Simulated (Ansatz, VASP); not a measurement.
# One calculation of F, two programs

```
F
1.0
     5.08794    0.00000    0.00000
     0.00000    3.41104    0.00000
    -0.04910    0.00000    6.56416
F
8
Direct
  0.75043 0.84437 0.09471
  0.24957 0.84437 0.40529
  0.24957 0.15563 0.90529
  0.75043 0.15563 0.59471
  0.25043 0.34437 0.09471
  0.74957 0.34437 0.40529
  0.74957 0.65563 0.90529
  0.25043 0.65563 0.59471
```

Alike in both runs: task single point; functional r2SCAN; k mesh 6 × 8 × 4; occupations gaussian, width 0.02 eV; no spin polarisation.

```csv
,VASP,Ansatz
version,VASP 6.6.1,Ansatz 0.2.0
potentials or method,"VASP PAW PBE potentials, release 64 (F), cutoff 520 eV","scalar-relativistic, plane waves, PAW"
valence electrons in the cell,56,56
```

|  | VASP | Ansatz | Ansatz less VASP |
| --- | --- | --- | --- |
| gap on the k mesh at the Fermi level (eV) | 3.91 | 4.00 | +0.087 |
| least direct gap on the mesh (eV) | 3.91 | 4.00 | +0.087 |
| pressure (GPa) | 0.8 | 0.0 | -0.82 |
| traceless stress, the component that is largest in VASP (GPa) | 2.08 | 0.01 | -2.071 |
| rms of the force components (eV/Å) | 0.334 | 0.001 | -0.3321 |

VASP's potentials were made for PBE, not for r2SCAN. Atom by atom the forces differ by 0.335 eV/Å (rms over components).
